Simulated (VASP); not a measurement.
## Ga4SbAs3: single point with r2SCAN

Crystal: Ga4SbAs3.

```
As Ga Sb
1.0
     5.78740    0.00000    0.00000
     0.00000    5.78740    0.00000
     0.00000    0.00000    5.78740
As Ga Sb
3 4 1
Direct
  0.50000 0.00000 0.00000
  0.00000 0.50000 0.00000
  0.00000 0.00000 0.50000
  0.24177 0.75823 0.75823
  0.75823 0.24177 0.75823
  0.75823 0.75823 0.24177
  0.24177 0.24177 0.24177
  0.50000 0.50000 0.50000
```

```json
{"Program": "VASP 6.6.1", "Task": "single point", "Functional": "r2SCAN", "Potentials or basis": "VASP PAW PBE potentials, release 64 (As, Ga_d, Sb)", "Cutoff": "520 eV", "k mesh": "4 × 4 × 4", "Occupations": "fermi-dirac, width 0.02 eV", "Spin": "no spin polarisation", "Dipole correction": "no", "Further INCAR settings": "ALGO = Normal; EDIFF = 1e-06; NBANDS = 46"}
```

```json
{"Pressure": "0.1 GPa", "Band gap on the k mesh": "0.41 eV"}
```

Levels at points of the mesh, in eV from the valence-band top:
```csv
k point,band 33,band 34,band 35,band 36,band 37,band 38,band 39,band 40
"(0.00, 0.00, 0.00)",-2.72,0.00,0.00,0.00,0.42,1.66,1.66,1.66
"(0.50, 0.00, 0.00)",-2.00,-2.00,-1.51,-1.51,1.89,2.06,3.12,3.60
"(0.50, 0.50, 0.00)",-1.67,-1.43,-1.04,-1.04,2.52,2.52,2.89,3.13
"(0.50, 0.50, 0.50)",-1.38,-0.82,-0.82,-0.82,0.84,0.84,0.84,1.85
```

It took 15 min on 1 thread of AMD EPYC 7R13, with other jobs on the host, peak memory 0.38 GiB.

Caveat: semilocal functionals underestimate gaps, and a narrow one can read as zero; the PAW data sets were made with another functional, which shifts forces and pressure a little; spin-orbit coupling is left out, which moves the levels of the heavy elements. A k mesh can miss the band edges.
